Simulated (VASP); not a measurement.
# Lu (P6/mmm) in VASP: further runs

Runs on Lu. Level: LDA. Tasks: single point.

Program: VASP 6.6.1. These are calculated values, not measurements. Logs are shortened: lines on timing, memory, paths and dates and some standing lists are left out, and cuts for length are marked.

## (1) The cell of the first run

Symmetry: P6/mmm, No. 191, hexagonal system. The conventional cell has a = 5.286 Å, b = 5.286 Å, c = 3.317 Å, α = 90.00°, β = 90.00°, γ = 120.00°. Within 4.4 Å of Lu (site symmetry 6/mmm) lie 14 Lu at 3.32 to 3.47 Å. Lu (site symmetry -6m2) has 11 Lu at 3.05 to 3.47 Å within 4.0 Å.

## (2) Single point, LDA (volume scaled by 1.04)

INCAR

```
SYSTEM = Lu
  PREC = Accurate
  ENCUT = 520
  EDIFF = 1E-7
  ISMEAR = -1
  SIGMA = 0.1
  LREAL = .FALSE.
  LASPH = .TRUE.
  NELM = 100
  ALGO = Normal
  ISIF = 2
  LWAVE = .FALSE.
  LCHARG = .TRUE.
  GGA = CA
  LELF = .TRUE.
  LVHAR = .TRUE.
  NBANDS = 44
```

KPOINTS

```
Automatic mesh
0
G
  8 8 11
  0 0 0
```

POSCAR

```
Lu
1.0
    5.2858195815      0.0000000000      0.0000000000
   -2.6429097907      4.5776540374      0.0000000000
    0.0000000000      0.0000000000      3.3172710266
Lu
3
Direct
    1.0000000000      0.0000000000      1.0000000000
    0.3333333333      0.6666666667      0.5000000000
    0.6666666667      0.3333333333      0.5000000000
```

Potentials or basis: VASP PAW PBE potentials, release 64 (Lu).

On the command line:

```console
> cat potpaw_PBE.64/Lu/POTCAR > POTCAR
> mpirun -np 1 vasp_std > vasp.out
```

OUTCAR:

```text
SYSTEM = Lu
   PREC = Accurate
   ENCUT = 520
   EDIFF = 1E-7
   ISMEAR = -1
   LREAL = .FALSE.
   LASPH = .TRUE.
   NELM = 100
   ISIF = 2
   GGA = CA

 ion  position               nearest neighbor table
   1  0.000  0.000  0.000-   2 3.47   3 3.47   2 3.47   3 3.47   2 3.47   2 3.47   3 3.47   3 3.47
                             3 3.47   3 3.47   2 3.47   2 3.47
   2  0.333  0.667  0.500-   3 3.05   3 3.05   3 3.05   1 3.47   1 3.47   1 3.47   1 3.47   1 3.47
                             1 3.47
   3  0.667  0.333  0.500-   2 3.05   2 3.05   2 3.05   1 3.47   1 3.47   1 3.47   1 3.47   1 3.47
                             1 3.47

  LATTYP: Found a hexagonal cell.
 ALAT       =     5.2858195815
 C/A-ratio  =     0.6275793139

  Lattice vectors:

 A1 = (   5.2858195815,   0.0000000000,   0.0000000000)
 A2 = (  -2.6429097907,   4.5776540374,   0.0000000000)
 A3 = (   0.0000000000,   0.0000000000,   3.3172710266)

Analysis of symmetry for initial positions (statically):
[... 6 lines left out ...]

 Subroutine GETGRP returns: Found 24 space group operations
 (whereof 24 operations were pure point group operations)
 out of a pool of 24 trial point group operations.

The static configuration has the point symmetry D_6h.

Analysis of symmetry for dynamics (positions and initial velocities):
[... 6 lines left out ...]

 Subroutine GETGRP returns: Found 24 space group operations
 (whereof 24 operations were pure point group operations)
 out of a pool of 24 trial point group operations.

The dynamic configuration has the point symmetry D_6h.

 Subroutine INISYM returns: Found 24 space group operations
 (whereof 24 operations are pure point group operations),
 and found     1 'primitive' translations

----------------------------------------------------------------------------------------

                                     Primitive cell

  volume of cell :      80.2669

  direct lattice vectors                    reciprocal lattice vectors
     5.285819582  0.000000000  0.000000000     0.189185420  0.109226253  0.000000000
    -2.642909791  4.577654037  0.000000000     0.000000000  0.218452507  0.000000000
     0.000000000  0.000000000  3.317271027     0.000000000  0.000000000  0.301452607

  length of vectors
     5.285819582  5.285819581  3.317271027     0.218452507  0.218452507  0.301452607

  position of ions in fractional coordinates (direct lattice)
     0.000000000  0.000000000  0.000000000
     0.333333333  0.666666667  0.500000000
     0.666666667  0.333333333  0.500000000

  ion indices of the primitive-cell ions
   primitive index   ion index
                 1           1
                 2           2
                 3           3

----------------------------------------------------------------------------------------

 KPOINTS: Automatic mesh

Automatic generation of k-mesh.
 Grid dimensions read from file:
 generate k-points for:    8    8   11

 Generating k-lattice:

  Cartesian coordinates                     Fractional coordinates (reciprocal lattice)
     0.023648178  0.013653282  0.000000000     0.125000000  0.000000000  0.000000000
     0.000000000  0.027306563  0.000000000     0.000000000  0.125000000  0.000000000
     0.000000000  0.000000000  0.027404782     0.000000000  0.000000000  0.090909091

  Length of vectors
     0.027306563  0.027306563  0.027404782

  Shift w.r.t. Gamma in fractional coordinates (k-lattice)
     0.000000000  0.000000000  0.000000000

 Subroutine IBZKPT returns following result:
 ===========================================

 Found     60 irreducible k-points:

 Following reciprocal coordinates:
            Coordinates               Weight
  0.000000  0.000000  0.000000      1.000000
  0.125000  0.000000  0.000000      6.000000
  0.250000  0.000000  0.000000      6.000000
  0.375000 -0.000000  0.000000      6.000000
  0.500000  0.000000  0.000000      3.000000
  0.125000  0.125000  0.000000      6.000000
[... 16 lines left out ...]
  0.250000  0.000000  0.181818     12.000000
  0.375000 -0.000000  0.181818     12.000000
 [... further k-points ...]
   k-points           NKPTS =     60   k-points in BZ     NKDIM =     60   number of bands    NBANDS=     44
   number of dos      NEDOS =    301   number of ions     NIONS =      3
   total plane-waves  NPLWV =  44800
   dimension x,y,z NGX =    40 NGY =   40 NGZ =   28
   dimension x,y,z NGXF=    80 NGYF=   80 NGZF=   56
   ions per type =               3
   NGX,Y,Z   is equivalent  to a cutoff of  12.58, 12.58, 14.03 a.u.
   NGXF,Y,Z  is equivalent  to a cutoff of  25.16, 25.16, 28.06 a.u.
 SYSTEM =  Lu
   PREC   = accura    normal or accurate (medium, high low for compatibility)
   ISTART =      0    job   : 0-new  1-cont  2-samecut
   ICHARG =      2    charge: 1-file 2-atom 10-const
   ISPIN  =      1    spin polarized calculation?
   LNONCOLLINEAR =      F non collinear calculations
   LSORBIT =      F    spin-orbit coupling
   LASPH  =      T    aspherical Exc in radial PAW
   ENCUT  =  520.0 eV  38.22 Ry    6.18 a.u.   9.83  9.83  6.17*2*pi/ulx,y,z
   NELM   =    100;   NELMIN=  2; NELMDL= -5     # of ELM steps
   EDIFF  = 0.1E-06   stopping-criterion for ELM
   LREAL  =      F    real-space projection
   EDIFFG = 0.1E-05   stopping-criterion for IOM
   NSW    =      0    number of steps for IOM
   IBRION =     -1    ionic relax: 0-MD 1-quasi-New 2-CG
   NFREE  =      0    steps in history (QN), initial steepest desc. (CG)
   ISIF   =      2    stress and relaxation
   ISYM   =      2    0-nonsym 1-usesym 2-fastsym
   POTIM  = 0.5000    time-step for ionic-motion
   TEBEG  =    0.0;   TEEND  =   0.0 temperature during run
   PSTRESS=    0.0 pullay stress
   NELECT =      75.0000    total number of electrons
   NUPDOWN=      -1.0000    fix difference up-down
   EMIN   =  10.00;   EMAX   =-10.00  energy-range for DOS
   EFERMI =   0.00;   METHOD = LEGACY
   ISMEAR =    -1;   SIGMA  =   0.10  broadening in eV -4-tet -1-fermi 0-gaus
   EFERMI_NEDOS =   21; number of points for ismear=-14 and -15
   IALGO  =     38    algorithm
   IMIX   =      4    mixing-type and parameters
     AMIX     =   0.40;   BMIX     =  1.00
     AMIX_MAG =   1.60;   BMIX_MAG =  1.00
  volume/ion in A,a.u.               =      26.76       180.56
  Fermi-wavevector in a.u.,A,eV,Ry     =   1.600478  3.024466 34.851749  2.561531
  Thomas-Fermi vector in A             =   2.697608
   LORBIT       =      0    0 simple, 1 ext, 2 COOP (PROOUT), +10 PAW based schemes
   GGA     = CA    functional components
   LHFCALC =     F    Hartree Fock is set to
   AEXX    =    0.0000 exact exchange contribution
   IVDW    =     0    specifies the selected vdW correction
   LEPSILON=     F    determine dielectric tensor
   LRPA    =     F    only Hartree local field effects (RPA)
 non-spin polarized calculation
  energy-cutoff  :      520.00
  volume of cell :       80.27
 maximum number of plane-waves:      2184
 NGX is ok and might be reduce to    40
   NGX = 19   NGY = 19   NGZ = 13

 number of electron      74.9999997 magnetization

 Free energy of the ion-electron system (eV)
  ---------------------------------------------------
  ext. energy  EPLUGINS =         0.00000000
  ---------------------------------------------------
  free energy    TOTEN  =       -15.39903318 eV

  energy without entropy =      -15.24038231  energy(sigma->0) =      -15.31970775

 E-fermi :   2.1946     XC(G=0): -11.4004

 val. band max:        2.1921854735   @ k =   0.2500   0.2500   0.1818
 cond. band min:       2.2026859674   @ k =   0.2500   0.1250   0.0000
 fundamental gap:      0.0105004939
 Fermi energy:         2.1946234895

 k-point     1 :       0.0000    0.0000    0.0000
  band No.  band energies     occupation
      1     -53.5647      2.00000
      2     -53.4852      2.00000
      3     -53.4195      2.00000
      4     -24.7108      2.00000
      5     -24.7108      2.00000
      6     -24.4254      2.00000
[... 36 lines left out ...]
     43       5.2054      0.00000
     44       5.7522      0.00000

 k-point     2 :       0.1250    0.0000    0.0000
  band No.  band energies     occupation
      1     -53.5619      2.00000
      2     -53.4878      2.00000
      3     -53.4198      2.00000
      4     -24.7363      2.00000
      5     -24.7136      2.00000
      6     -24.3929      2.00000
[... 36 lines left out ...]
     43       5.2920      0.00000
     44       5.3527      0.00000

 k-point     3 :       0.2500    0.0000    0.0000
  band No.  band energies     occupation
      1     -53.5539      2.00000
      2     -53.4950      2.00000
      3     -53.4206      2.00000
      4     -24.7846      2.00000
      5     -24.6969      2.00000
      6     -24.3247      2.00000
[... 36 lines left out ...]
     43       4.8807      0.00000
     44       5.2031      0.00000

 k-point     4 :       0.3750   -0.0000    0.0000
  band No.  band energies     occupation
      1     -53.5431      2.00000
      2     -53.5050      2.00000
      3     -53.4215      2.00000
      4     -24.8228      2.00000
      5     -24.6386      2.00000
      6     -24.3174      2.00000
[... 882 lines left out ...]
     43       5.0723      0.00000
     44       5.2617      0.00000

 k-point    23 :       0.2500    0.0000    0.1818
  band No.  band energies     occupation
      1     -53.5482      2.00000
      2     -53.4900      2.00000
      3     -53.4160      2.00000
      4     -24.7565      2.00000
      5     -24.6759      2.00000
      6     -24.3910      2.00000
[... 36 lines left out ...]
     43       4.6108      0.00000
     44       5.1238      0.00000

 k-point    24 :       0.3750   -0.0000    0.1818
  band No.  band energies     occupation
      1     -53.5378      2.00000
      2     -53.4999      2.00000
      3     -53.4166      2.00000
      4     -24.7896      2.00000
      5     -24.6287      2.00000
      6     -24.3925      2.00000
[... 36 lines left out ...]
     43       4.4363      0.00000
     44       5.3628      0.00000

 [... further k-points ...]
[... 5 lines left out ...]
  --------------------------------------------------------------------------------------
  -------------------------------------------------------------------------------------
  Total       -0.8299937     -0.8299937     -0.7783305     -0.0000000      0.0000000      0.0000000
  in kB      -16.5672010    -16.5672010    -15.5359703     -0.0000000      0.0000000      0.0000000
  external PRESSURE =     -16.2234574 kB  Pullay stress =       0.0000000 kB

 VOLUME and BASIS-vectors are now :
 -----------------------------------------------------------------------------
  energy-cutoff  :      520.00
  volume of cell :       80.27
      direct lattice vectors                 reciprocal lattice vectors
     5.285819582  0.000000000  0.000000000     0.189185420  0.109226253  0.000000000
    -2.642909791  4.577654037  0.000000000     0.000000000  0.218452507  0.000000000
     0.000000000  0.000000000  3.317271027     0.000000000  0.000000000  0.301452607

 POSITION                                       TOTAL-FORCE (eV/Angst)
 -----------------------------------------------------------------------------------
      0.00000      0.00000      0.00000         0.000000      0.000000      0.000000
     -0.00000      3.05177      1.65864         0.000000      0.000000      0.000000
      2.64291      1.52588      1.65864        -0.000000     -0.000000     -0.000000
 -----------------------------------------------------------------------------------
    total drift:                               -0.000000      0.000000      0.000000

  FREE ENERGIE OF THE ION-ELECTRON SYSTEM (eV)
  ---------------------------------------------------
  free  energy   TOTEN  =       -15.3990331832 eV

  energy  without entropy=      -15.2403823105  energy(sigma->0) =      -15.31970775
```

Run time: 4.3 min. Hardware: 1 thread of Intel Xeon 6975P-C, shared host; peak memory 0.29 GiB.

Results:

```
Free energy : -15.3990 eV
Pressure    : -1.6 GPa
```

Caveat: the PAW data sets were made with another functional, which shifts forces and pressure a little; spin-orbit coupling is left out, which moves the levels of the heavy elements.

## (3) Single point, LDA (volume scaled by 1.08)

INCAR

```
SYSTEM = Lu
ALGO = Normal
EDIFF = 1E-6
ENCUT = 520
GGA = CA
ISIF = 2
ISMEAR = -1
LASPH = .True.
LCHARG = .False.
LREAL = .False.
LWAVE = .False.
NBANDS = 44
NELM = 80
PREC = Accurate
SIGMA = 0.1
```

KPOINTS

```
k-points
0
Gamma
  8 8 11
  0 0 0
```

POSCAR

```
Lu
1.0
    5.3527357938      0.0000000000      0.0000000000
   -2.6763678969      4.6356051772      0.0000000000
    0.0000000000      0.0000000000      3.3592662572
Lu
3
Direct
    1.0000000000      0.0000000000      1.0000000000
    0.3333333333      0.6666666667      0.5000000000
    0.6666666667      0.3333333333      0.5000000000
```

Potentials or basis: VASP PAW PBE potentials, release 64 (Lu).

On the command line:

```console
> cat potpaw_PBE.64/Lu/POTCAR > POTCAR
> mpirun -np 1 vasp_std > vasp.out
```

Wall time 4.2 min (1 thread of Intel Xeon 6975P-C, shared host); peak memory 0.29 GiB.

The run converged. Its results:

| Property | Result |
| --- | --- |
| Free energy | -15.3523 eV |
| Pressure | -3.3 GPa |

Stress tensor (GPa, compression positive):
```
-3.36  0.00  0.00
 0.00 -3.36  0.00
 0.00  0.00 -3.08
```

Levels at points of the mesh, in eV from the Fermi level:
| k point | band 34 | band 35 | band 36 | band 37 | band 38 | band 39 | band 40 | band 41 |
| --- | --- | --- | --- | --- | --- | --- | --- | --- |
| (0.00, 0.00, 0.00) | -4.77 | -1.25 | 0.07 | 0.07 | 0.11 | 0.11 | 0.15 | 2.04 |
| (0.50, 0.00, 0.00) | -3.74 | -3.70 | -2.39 | 0.53 | 0.68 | 0.72 | 1.09 | 1.21 |

Caveat: the PAW data sets were made with another functional, which shifts forces and pressure a little; spin-orbit coupling is left out, which moves the levels of the heavy elements.

## (4) Single point, LDA (volume scaled by 1.12)

INCAR

```
SYSTEM = Lu
  PREC = Accurate
  ENCUT = 520
  EDIFF = 1E-7
  ISMEAR = -1
  SIGMA = 0.1
  LREAL = .FALSE.
  LASPH = .TRUE.
  NELM = 80
  ALGO = Normal
  ISIF = 2
  LWAVE = .FALSE.
  LCHARG = .FALSE.
  GGA = CA
  NBANDS = 44
```

KPOINTS

```
Automatic mesh
0
G
  8 8 11
  0 0 0
```

POSCAR

```
Lu
1.0
    5.4180194936      0.0000000000      0.0000000000
   -2.7090097468      4.6921425197      0.0000000000
    0.0000000000      0.0000000000      3.4002369567
Lu
3
Direct
    1.0000000000      0.0000000000      1.0000000000
    0.3333333333      0.6666666667      0.5000000000
    0.6666666667      0.3333333333      0.5000000000
```

On the command line:

```console
> cat potpaw_PBE.64/Lu/POTCAR > POTCAR
> mpirun -np 1 vasp_std > vasp.out
```

Wall time 5.2 min (1 thread of Intel Xeon 6975P-C, shared host); peak memory 0.29 GiB.

Results (log left out):

| Item | Value |
| --- | --- |
| Free energy | -15.2763 eV |
| Pressure | -4.7 GPa |

Stress tensor (GPa, compression positive):
```
-4.80  0.00  0.00
 0.00 -4.80  0.00
 0.00  0.00 -4.40
```

Levels at points of the mesh, in eV from the Fermi level:
```
           k point  band 35  band 36  band 37  band 38  band 39  band 40
(0.00, 0.00, 0.00)    -1.18     0.04     0.04     0.07     0.07     0.12
(0.50, 0.00, 0.00)    -3.69    -2.33     0.53     0.69     0.73     0.96
```

Caveat: the PAW data sets were made with another functional, which shifts forces and pressure a little; spin-orbit coupling is left out, which moves the levels of the heavy elements.

## (5) Overview

| cell | gap on the mesh (eV) | pressure (GPa) |
| --- | --- | --- |
| a = 5.286, b = 5.286, c = 3.317 Å, angles 90.0, 90.0, 120.0°, 3 atoms | none | -1.6 |
| a = 5.353, b = 5.353, c = 3.359 Å, angles 90.0, 90.0, 120.0°, 3 atoms | none | -3.3 |
| a = 5.418, b = 5.418, c = 3.400 Å, angles 90.0, 90.0, 120.0°, 3 atoms | none | -4.7 |

Alike in all rows: task single point; level LDA; potentials or basis VASP PAW PBE potentials, release 64 (Lu); no spin polarisation; k mesh 8 × 8 × 11; cutoff (eV) 520; smearing fermi-dirac 0.1 eV.

Caveats: the PAW data sets were made with another functional, which shifts forces and pressure a little; spin-orbit coupling is left out, which moves the levels of the heavy elements.

Total energies depend on the potentials used, so only differences within one code and one set of settings carry meaning.
